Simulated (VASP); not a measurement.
Here is a VASP 6.6.1 calculation.

File INCAR:

```
SYSTEM = HfBe2Si2
  PREC = Accurate
  ENCUT = 520
  EDIFF = 1E-6
  ISMEAR = 0
  SIGMA = 0.1
  LREAL = .False.
  LASPH = .True.
  NELM = 100
  ALGO = Fast
  ISIF = 2
  LWAVE = .False.
  LCHARG = .False.
  GGA = PE
  NBANDS = 19
```

File KPOINTS:

```
regular mesh
0
Gamma
  12 12 6
  0 0 0
```

File POSCAR:

```
HfBe2Si2
1.0
    3.7849856508      0.0000000000      0.0000000000
   -1.8924928254      3.2778937266      0.0000000000
    0.0000000000      0.0000000000      5.8270928988
Hf Be Si
1 2 2
Direct
    0.0000000000      0.0000000000      0.0000000000
    0.3333333333      0.6666666667      0.2905272177
    0.6666666667      0.3333333333      0.7094727823
    0.3333333333      0.6666666667      0.7058587345
    0.6666666667      0.3333333333      0.2941412655
```

Potentials or basis: VASP PAW PBE potentials, release 64 (Hf_pv, Be, Si).

Command:

```sh
$ cat potpaw_PBE.64/Hf_pv/POTCAR potpaw_PBE.64/Be/POTCAR potpaw_PBE.64/Si/POTCAR > POTCAR
$ mpirun -np 1 vasp_std > vasp.out
```

(1) Predict the largest force.

(2) Estimate the band gap on the k mesh.

Results:

(1) 0.007 eV/Å.

(2) zero (bands 11 and 12 overlap by 1.44 eV).

Caveat: spin-orbit coupling is left out, which moves the levels of the heavy elements.
